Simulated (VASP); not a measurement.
Write the native input for VASP 6.6.1 that does the following.

| Quantity | Value |
| --- | --- |
| Task | single point |
| Functional | PBEsol |
| Potentials or basis | VASP PAW PBE potentials, release 64 (Al, Co) |
| Cutoff | 520 eV |
| k mesh | 24 × 24 × 24 |
| Occupations | gaussian, width 0.15 eV |
| Spin | no spin polarisation |
| Dipole correction | no |
| Further INCAR settings | ALGO = Fast; EDIFF = 1e-06; NBANDS = 13 |

The structure of AlCo lies in POSCAR:

```
AlCo
1.0
    3.2584369815      0.0000000000      0.0000000000
    0.0000000000      3.2584369815      0.0000000000
    0.0000000000      0.0000000000      2.1179840380
Al Co
1 1
Direct
    0.0000000000      0.0000000000      0.0000000000
    0.5000000000      0.5000000000      0.5000000000
```

This cell differs from its parent crystal: ratio of the length along z to the lengths across it x 0.65, volume and fractional coordinates fixed.

The input as run:

INCAR

```
SYSTEM = AlCo
  PREC = Accurate
  ENCUT = 520
  EDIFF = 1E-6
  ISMEAR = 0
  SIGMA = 0.15
  LREAL = .False.
  LASPH = .True.
  NELM = 80
  ALGO = Fast
  ISIF = 2
  LWAVE = .False.
  LCHARG = .False.
  GGA = PS
  NBANDS = 13
```

KPOINTS

```
Automatic mesh
0
Gamma
  24 24 24
  0 0 0
```

Potentials or basis: VASP PAW PBE potentials, release 64 (Al, Co).

Launch:

```sh
$ cat potpaw_PBE.64/Al/POTCAR potpaw_PBE.64/Co/POTCAR > POTCAR
$ mpirun -np 1 vasp_std > vasp.out
```

Results of the run:

```json
{"Pressure": "33.6 GPa", "Band gap on the k mesh": "zero (bands 6 and 7 overlap by 3.41 eV)"}
```

Caveat: the stress differs along the axes, from -10 to 121 GPa; the PAW data sets were made with another functional, which shifts forces and pressure a little; the run has no spin polarisation, though such a crystal can be magnetic.

Run time: 2 min on 1 thread of AMD EPYC 9R45 96-Core Processor (Zen 5) (shared host), peak memory 0.42 GiB.
